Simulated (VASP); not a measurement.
# FeO (Wuestite) (R-3m) in VASP: further runs

The runs below take FeO (Wuestite) through single point, with r2SCAN, PBEsol.

Program: VASP 6.6.1. These are calculated values, not measurements. Logs are shortened: lines on timing, memory, paths and dates and some standing lists are left out, and cuts for length are marked.

## (1) The cell of the first run

Symmetry: R-3m, No. 166, trigonal system. Conventional cell: a = 3.038 Å, b = 3.038 Å, c = 7.559 Å, α = 90.00°, β = 90.00°, γ = 120.00°. Within 2.9 Å of Fe (site symmetry -3m) lie 6 O at 2.16 Å. O (site symmetry -3m) has 6 Fe at 2.16 Å within 2.9 Å.

## (2) Single point, r2SCAN, collinear spin, ferromagnetic start

POSCAR

```
FeO
1.0
    1.5188209023      0.8768916568      2.5195772846
   -1.5188209023      0.8768916568      2.5195772846
    0.0000000000     -1.7537833136      2.5195772846
Fe O
1 1
Direct
    0.0000000000      0.0000000000      0.0000000000
    0.5000000000      0.5000000000      0.5000000000
```

INCAR.step1

```
ALGO = Normal
EDIFF = 1E-4
ENCUT = 520
GGA = PE
ISMEAR = -1
ISPIN = 2
LASPH = True
LCHARG = False
LMAXMIX = 4
LREAL = False
LWAVE = True
MAGMOM = 3 0
NBANDS = 18
NELM = 150
PREC = Accurate
SIGMA = 0.05
```

INCAR.step2

```
ALGO = Normal
EDIFF = 1E-7
ENCUT = 520
ISIF = 2
ISMEAR = -1
ISPIN = 2
ISTART = 1
LASPH = True
LCHARG = False
LMAXMIX = 4
LMIXTAU = True
LORBIT = 11
LREAL = False
LWAVE = False
MAGMOM = 3 0
METAGGA = R2SCAN
NBANDS = 18
NELM = 150
PREC = Accurate
SIGMA = 0.05
```

KPOINTS

```
k-points
0
Gamma
  9 9 9
```

Potentials or basis: VASP PAW PBE potentials, release 64 (Fe, O).

Command:

```sh
cat potpaw_PBE.64/Fe/POTCAR potpaw_PBE.64/O/POTCAR > POTCAR
cp INCAR.step1 INCAR
mpirun -np 1 vasp_std > vasp.out
cp INCAR.step2 INCAR
mpirun -np 1 vasp_std > vasp.out
```

OUTCAR:

```text
EDIFF = 1E-7
   ENCUT = 520
   ISIF = 2
   ISMEAR = -1
   ISPIN = 2
   ISTART = 1
   LASPH = True
   LORBIT = 11
   LREAL = False
   METAGGA = R2SCAN
   NELM = 150
   PREC = Accurate

 ion  position               nearest neighbor table
   1  0.000  0.000  0.000-   2 2.16   2 2.16   2 2.16   2 2.16   2 2.16   2 2.16
   2  0.500  0.500  0.500-   1 2.16   1 2.16   1 2.16   1 2.16   1 2.16   1 2.16

  LATTYP: Found a trigonal (rhomboedric) cell.
 ALAT       =     3.0698575869
 COS(alpha) =     0.5104391626

  Lattice vectors:

 A1 = (   1.5188209023,   0.8768916568,   2.5195772846)
 A2 = (  -1.5188209023,   0.8768916568,   2.5195772846)
 A3 = (   0.0000000000,  -1.7537833136,   2.5195772846)

Analysis of symmetry for initial positions (statically):
=====================================================================
 Subroutine PRICEL returns:
 Original cell was already a primitive cell.

 Routine SETGRP: Setting up the symmetry group for a
 trigonal (rhombohedral) supercell.

 Subroutine GETGRP returns: Found 12 space group operations
 (whereof 12 operations were pure point group operations)
 out of a pool of 12 trial point group operations.

The static configuration has the point symmetry D_3d.

Analysis of symmetry for dynamics (positions and initial velocities):
=====================================================================
 Subroutine PRICEL returns:
 Original cell was already a primitive cell.

 Routine SETGRP: Setting up the symmetry group for a
 trigonal (rhombohedral) supercell.

 Subroutine GETGRP returns: Found 12 space group operations
 (whereof 12 operations were pure point group operations)
 out of a pool of 12 trial point group operations.

The dynamic configuration has the point symmetry D_3d.

Analysis of structural, dynamic, and magnetic symmetry:
=====================================================================
 Subroutine PRICEL returns:
 Original cell was already a primitive cell.

 Routine SETGRP: Setting up the symmetry group for a
 trigonal (rhombohedral) supercell.

 Subroutine GETGRP returns: Found 12 space group operations
 (whereof 12 operations were pure point group operations)
 out of a pool of 12 trial point group operations.

The overall configuration has the point symmetry D_3d.

 Subroutine INISYM returns: Found 12 space group operations
 (whereof 12 operations are pure point group operations),
 and found     1 'primitive' translations

----------------------------------------------------------------------------------------

                                     Primitive cell

  volume of cell :      20.1341

  direct lattice vectors                    reciprocal lattice vectors
     1.518820902  0.876891657  2.519577285     0.329202738  0.190065290  0.132297324
    -1.518820902  0.876891657  2.519577285    -0.329202738  0.190065290  0.132297324
     0.000000000 -1.753783314  2.519577285     0.000000000 -0.380130579  0.132297324

  length of vectors
     3.069857587  3.069857587  3.069857587     0.402494521  0.402494521  0.402494521

  position of ions in fractional coordinates (direct lattice)
     0.000000000  0.000000000  0.000000000
     0.500000000  0.500000000  0.500000000

  ion indices of the primitive-cell ions
   primitive index   ion index
                 1           1
                 2           2

----------------------------------------------------------------------------------------

 KPOINTS: k-points

Automatic generation of k-mesh.
 Grid dimensions read from file:
 generate k-points for:    9    9    9

 Generating k-lattice:

  Cartesian coordinates                     Fractional coordinates (reciprocal lattice)
     0.036578082  0.021118366  0.014699703     0.111111111 -0.000000000  0.000000000
    -0.036578082  0.021118366  0.014699703    -0.000000000  0.111111111  0.000000000
     0.000000000 -0.042236731  0.014699703     0.000000000  0.000000000  0.111111111

  Length of vectors
     0.044721613  0.044721613  0.044721613

  Shift w.r.t. Gamma in fractional coordinates (k-lattice)
     0.000000000  0.000000000  0.000000000

 Subroutine IBZKPT returns following result:
 ===========================================

 Found     85 irreducible k-points:

 Following reciprocal coordinates:
            Coordinates               Weight
  0.000000  0.000000  0.000000      1.000000
  0.111111  0.000000 -0.000000      6.000000
  0.222222  0.000000  0.000000      6.000000
  0.333333  0.000000  0.000000      6.000000
  0.444444  0.000000  0.000000      6.000000
  0.111111  0.111111 -0.000000      6.000000
[... 16 lines left out ...]
 -0.333333  0.333333  0.000000      6.000000
  0.444444  0.444444  0.000000      6.000000
 [... further k-points ...]
   k-points           NKPTS =     85   k-points in BZ     NKDIM =     85   number of bands    NBANDS=     18
   number of dos      NEDOS =    301   number of ions     NIONS =      2
   total plane-waves  NPLWV =  13824
   dimension x,y,z NGX =    24 NGY =   24 NGZ =   24
   dimension x,y,z NGXF=    48 NGYF=   48 NGZF=   48
   ions per type =               1   1
   NGX,Y,Z   is equivalent  to a cutoff of  13.00, 13.00, 13.00 a.u.
   NGXF,Y,Z  is equivalent  to a cutoff of  25.99, 25.99, 25.99 a.u.
 SYSTEM =  unknown system
   PREC   = accura    normal or accurate (medium, high low for compatibility)
   ISTART =      1    job   : 0-new  1-cont  2-samecut
   ICHARG =      0    charge: 1-file 2-atom 10-const
   ISPIN  =      2    spin polarized calculation?
   LNONCOLLINEAR =      F non collinear calculations
   LSORBIT =      F    spin-orbit coupling
   LASPH  =      T    aspherical Exc in radial PAW
   ENCUT  =  520.0 eV  38.22 Ry    6.18 a.u.   5.71  5.71  5.71*2*pi/ulx,y,z
   NELM   =    150;   NELMIN=  2; NELMDL=  0     # of ELM steps
   EDIFF  = 0.1E-06   stopping-criterion for ELM
   LREAL  =      F    real-space projection
   EDIFFG = 0.1E-05   stopping-criterion for IOM
   NSW    =      0    number of steps for IOM
   IBRION =     -1    ionic relax: 0-MD 1-quasi-New 2-CG
   NFREE  =      0    steps in history (QN), initial steepest desc. (CG)
   ISIF   =      2    stress and relaxation
   ISYM   =      2    0-nonsym 1-usesym 2-fastsym
   POTIM  = 0.5000    time-step for ionic-motion
   TEBEG  =    0.0;   TEEND  =   0.0 temperature during run
   PSTRESS=    0.0 pullay stress
   NELECT =      14.0000    total number of electrons
   NUPDOWN=      -1.0000    fix difference up-down
   EMIN   =  10.00;   EMAX   =-10.00  energy-range for DOS
   EFERMI =   0.00;   METHOD = LEGACY
   ISMEAR =    -1;   SIGMA  =   0.05  broadening in eV -4-tet -1-fermi 0-gaus
   EFERMI_NEDOS =   21; number of points for ismear=-14 and -15
   IALGO  =     38    algorithm
   IMIX   =      4    mixing-type and parameters
     AMIX     =   0.40;   BMIX     =  1.00
     AMIX_MAG =   1.60;   BMIX_MAG =  1.00
  volume/ion in A,a.u.               =      10.07        67.94
  Fermi-wavevector in a.u.,A,eV,Ry     =   1.450353  2.740770 28.620176  2.103524
  Thomas-Fermi vector in A             =   2.567975
   LORBIT       =     11    0 simple, 1 ext, 2 COOP (PROOUT), +10 PAW based schemes
   METAGGA = R2SCAN    functional components
   LHFCALC =     F    Hartree Fock is set to
   AEXX    =    0.0000 exact exchange contribution
   IVDW    =     0    specifies the selected vdW correction
   LEPSILON=     F    determine dielectric tensor
   LRPA    =     F    only Hartree local field effects (RPA)
 spin polarized calculation
  energy-cutoff  :      520.00
  volume of cell :       20.13
 maximum number of plane-waves:       556
   NGX = 11   NGY = 11   NGZ = 11

 number of electron      13.9999999 magnetization       4.0018716

 Free energy of the ion-electron system (eV)
  ---------------------------------------------------
  ext. energy  EPLUGINS =         0.00000000
  ---------------------------------------------------
  free energy    TOTEN  =       -22.81137801 eV

  energy without entropy =      -22.80116067  energy(sigma->0) =      -22.80626934

 E-fermi :   6.4777     XC(G=0): -12.7442

 val. band max:        6.4744000426   @ k =   0.2222   0.1111   0.0000
 cond. band min:       6.4792706853   @ k =  -0.1111   0.4444   0.1111
 fundamental gap:      0.0048706427
 Fermi energy:         6.4777443426

 spin component 1

 k-point     1 :       0.0000    0.0000    0.0000
  band No.  band energies     occupation
      1     -15.7734      1.00000
      2       1.5926      1.00000
      3       1.6277      1.00000
      4       1.6277      1.00000
      5       1.6984      1.00000
      6       1.6984      1.00000
[... 10 lines left out ...]
     17      27.5739      0.00000
     18      30.4553      0.00000
[... 463 lines left out ...]
 k-point    24 :       0.4444    0.4444    0.0000
  band No.  band energies     occupation
      1     -14.7396      1.00000
      2      -1.5741      1.00000
      3       0.7773      1.00000
      4       0.8258      1.00000
      5       0.8809      1.00000
      6       2.0375      1.00000
[... 10 lines left out ...]
     17      36.6217      0.00000
     18      36.6360      0.00000

 [... further k-points ...]

 spin component 2

 k-point     1 :       0.0000    0.0000    0.0000
  band No.  band energies     occupation
      1     -15.2339      1.00000
      2       2.6039      1.00000
      3       2.7105      1.00000
      4       2.7105      1.00000
      5       5.6739      1.00000
      6       5.7856      1.00000
[... 10 lines left out ...]
     17      29.7030      0.00000
     18      31.8953      0.00000
[... 463 lines left out ...]
 k-point    24 :       0.4444    0.4444    0.0000
  band No.  band energies     occupation
      1     -14.0827      1.00000
      2      -1.0277      1.00000
      3       1.4175      1.00000
      4       1.5306      1.00000
      5       4.3892      1.00000
      6       7.2444      0.00000
[... 10 lines left out ...]
     17      36.9820      0.00000
     18      36.9984      0.00000

 [... further k-points ...]
[... 5 lines left out ...]
  --------------------------------------------------------------------------------------
  -------------------------------------------------------------------------------------
  Total       -0.8171387     -0.8171387     -1.0048089      0.0000000     -0.0000000      0.0000000
  in kB      -65.0241833    -65.0241833    -79.9581256      0.0000000     -0.0000000      0.0000000
  external PRESSURE =     -70.0021641 kB  Pullay stress =       0.0000000 kB

 VOLUME and BASIS-vectors are now :
 -----------------------------------------------------------------------------
  energy-cutoff  :      520.00
  volume of cell :       20.13
      direct lattice vectors                 reciprocal lattice vectors
     1.518820902  0.876891657  2.519577285     0.329202738  0.190065290  0.132297324
    -1.518820902  0.876891657  2.519577285    -0.329202738  0.190065290  0.132297324
     0.000000000 -1.753783314  2.519577285     0.000000000 -0.380130579  0.132297324

 POSITION                                       TOTAL-FORCE (eV/Angst)
 -----------------------------------------------------------------------------------
      0.00000      0.00000      0.00000        -0.000000     -0.000000      0.000000
      0.00000      0.00000      3.77937         0.000000      0.000000     -0.000000
 -----------------------------------------------------------------------------------
    total drift:                               -0.000000      0.000000     -0.000000

  FREE ENERGIE OF THE ION-ELECTRON SYSTEM (eV)
  ---------------------------------------------------
  free  energy   TOTEN  =       -22.8113780108 eV

  energy  without entropy=      -22.8011606690  energy(sigma->0) =      -22.80626934

 total charge

# of ion       s       p       d       tot
------------------------------------------
    1        0.278   0.357   6.059   6.694
    2        1.557   3.476   0.000   5.034
--------------------------------------------------
tot          1.835   3.833   6.059  11.727

 magnetization (x)

# of ion       s       p       d       tot
------------------------------------------
    1        0.028   0.017   3.640   3.685
    2        0.030   0.247   0.000   0.278
--------------------------------------------------
tot          0.059   0.265   3.640   3.963
```

Wall time 3.6 min (1 thread of Intel Xeon Platinum 8488C (Sapphire Rapids), shared host); peak memory 0.19 GiB.

What came out:

```yaml
Free_energy: -22.8114 eV
Pressure: -7.0 GPa
Band_gap_on_the_k_mesh: zero (filled and empty bands overlap)
Net_moment: 4.00 μB per cell
Site_moments: Fe +3.69; O +0.28 μB
Valence_electrons_inside_the_program's_atomic_spheres: Fe 6.69; O 5.03
```

Stress tensor (GPa, compression positive):
```
-6.50  0.00  0.00
 0.00 -6.50  0.00
 0.00  0.00 -8.00
```

Caveat: the PAW data sets were made with another functional, which shifts forces and pressure a little; a cell with one magnetic atom can't hold antiferromagnetic order, which such compounds often take; semilocal functionals often make such compounds metallic where correlation or magnetic order opens a gap, which also shifts bond lengths.

(Continued in part 2 of 2.)
